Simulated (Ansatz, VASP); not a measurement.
C in VASP and in Ansatz

```
C
1.0
     1.24230    0.71724   11.15000
    -1.24230    0.71724   11.15000
     0.00000   -1.43448   11.15000
C
4
Direct
  0.05000 0.05000 0.05000
  0.95000 0.95000 0.95000
  0.28300 0.28300 0.28300
  0.71700 0.71700 0.71700
```

Change from the starting cell: equal xx and yy strain of +1 %.

Alike in both runs: task single point; functional PBEsol; k mesh 15 × 15 × 15; occupations fermi-dirac, width 0.08 eV; no spin polarisation.

|  | VASP | Ansatz |
| --- | --- | --- |
| version | VASP 6.6.1 | Ansatz 0.2.0 |
| potentials or method | VASP PAW PBE potentials, release 64 (C), cutoff 520 eV | all-electron LAPW, scalar-relativistic |

```tsv
	VASP	Ansatz	Ansatz less VASP
pressure (GPa)	-4.6	-5.0	-0.41
traceless stress, the component that is largest in VASP (GPa)	4.87	5.32	+0.456
rms of the force components (eV/Å)	0.103	0.103	+0.0005
```

VASP's potentials were made for PBE, not for PBEsol. Atom by atom the forces differ by 0.001 eV/Å (rms over components). Ansatz ran all-electron here, and VASP with PAW potentials.
